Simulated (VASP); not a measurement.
Here is a VASP 6.6.1 calculation.

File INCAR:

```
PREC     = Accurate       # precision mode
ENCUT    = 520            # plane-wave cutoff, eV
EDIFF    = 1E-6           # SCF threshold, eV
ISMEAR   = 0              # smearing method
SIGMA    = 0.1            # smearing width, eV
LREAL    = False          # projectors in reciprocal space
LASPH    = True           # aspherical terms in the spheres
NELM     = 100            # most SCF steps
ALGO     = Normal         # electronic algorithm
ISIF     = 2              # what is computed and relaxed
LWAVE    = False          # write WAVECAR
LCHARG   = True           # write CHGCAR
GGA      = PE             # functional
LELF     = True           # ELF
LVHAR    = True         
NBANDS   = 32             # bands
```

The input KPOINTS:

```
Automatic mesh
0
Gamma
  6 6 2
```

POSCAR

```
Ti2NbB3
1.0
    2.7764632700      0.0000000000      0.0000000000
    0.0000000000      2.7764632700      0.0000000000
    0.0000000000      0.0000000000      8.4061182100
Ti Nb B
2 1 3
Direct
    0.5000000000      0.5000000000      0.3248246900
    0.5000000000      0.5000000000      0.6751753100
    0.5000000000      0.5000000000      0.0000000000
    0.0000000000      0.0000000000      0.8390681100
    0.0000000000      0.0000000000      0.1609318900
    0.0000000000      0.0000000000      0.5000000000
```

Potentials or basis: VASP PAW PBE potentials, release 64 (Ti_sv, Nb_sv, B).

Launch:

```bash
$ cat potpaw_PBE.64/Ti_sv/POTCAR potpaw_PBE.64/Nb_sv/POTCAR potpaw_PBE.64/B/POTCAR > POTCAR
$ mpirun -np 1 vasp_std > vasp.out
```

Task: Estimate the band gap on the k mesh.

Result: Zero (band 23 reaches 10.83 eV, above the bottom of band 24 at 9.73 eV).

Task: Predict the pressure.

Result: 10.4 GPa.

Task: Estimate the largest force.

Result: 0.587 eV/Å.

Forces on the atoms (eV/Å):
```
Ti   0.000  0.000  0.587
Ti   0.000  0.000 -0.587
Nb   0.000  0.000  0.000
B    0.000  0.000 -0.355
B    0.000  0.000  0.355
B    0.000  0.000  0.000
```

Caveat: the k points lie up to 0.38 Å⁻¹ apart.
